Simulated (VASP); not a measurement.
A run of VASP 6.6.1 is set up as follows.

The input INCAR:

```
SYSTEM = ZnS
PREC     = Accurate       ! precision mode
ENCUT    = 520            ! plane-wave cutoff, eV
EDIFF    = 1E-7           ! SCF threshold, eV
ISMEAR   = -1             ! smearing method
SIGMA    = 0.1            ! smearing width, eV
LREAL    = .FALSE.        ! projectors in reciprocal space
LASPH    = .TRUE.         ! aspherical terms in the spheres
NELM     = 100            ! most SCF steps
ALGO     = Normal         ! electronic algorithm
ISIF     = 2              ! what is computed and relaxed
LWAVE    = .FALSE.        ! write WAVECAR
LCHARG   = .FALSE.        ! write CHGCAR
NBANDS   = 36             ! bands
```

The input KPOINTS:

```
Automatic mesh
0
G
  4 4 4
  0 0 0
```

The input POSCAR:

```
ZnS
1.0
    1.9030710000      1.0987390000      9.3519480000
   -1.9030710000      1.0987390000      9.3519480000
    0.0000000000     -2.1974770000      9.3519480000
Zn S
3 3
Direct
    0.9999710000      0.9999710000      0.9999710000
    0.2222690000      0.2222690000      0.2222690000
    0.4446130000      0.4446130000      0.4446130000
    0.0832670000      0.0832670000      0.0832670000
    0.5278420000      0.5278420000      0.5278420000
    0.3053630000      0.3053630000      0.3053630000
```

Potentials or basis: VASP PAW LDA potentials, release 64 (Zn, S).

Launch:

```sh
$ cat potpaw_LDA.64/Zn/POTCAR potpaw_LDA.64/S/POTCAR > POTCAR
$ mpirun -np 1 vasp_std > vasp.out
```

Predict the band gap on the k mesh.

1.96 eV.

Predict the largest force.

0.014 eV/Å.

Stress tensor (GPa, compression positive):
```
-3.39  0.00  0.00
 0.00 -3.39  0.00
 0.00  0.00 -3.80
```

Caveat: the k points lie up to 0.48 Å⁻¹ apart.
